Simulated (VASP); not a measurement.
Cu:

```
Cu
1.0
     2.55619    0.00000    0.00000
     1.27810    2.21373    0.00000
     1.27810    0.73791    2.08712
Cu
1
Cartesian
  0.0000 0.0000 0.0000
```

Base run:

| Item | Value |
| --- | --- |
| Program | VASP 6.6.1 |
| Functional | PBEsol |
| Potentials or basis | VASP PAW PBE potentials, release 64 (Cu) |
| Cutoff | 520 eV |
| k mesh | 13 × 13 × 13 |
| Occupations | fermi-dirac, width 0.15 eV |
| Spin | no spin polarisation |

Its results: pressure -5.8 GPa.

Question: The run is repeated on the same cell with these changes: functional from PBEsol to BLYP. What comes out?

Answer: Pressure 10.6 GPa.

BLYP binds less tightly than PBEsol, so the same cell stands under more pressure.

Caveats: the PAW data sets were made with another functional, which shifts forces and pressure a little.
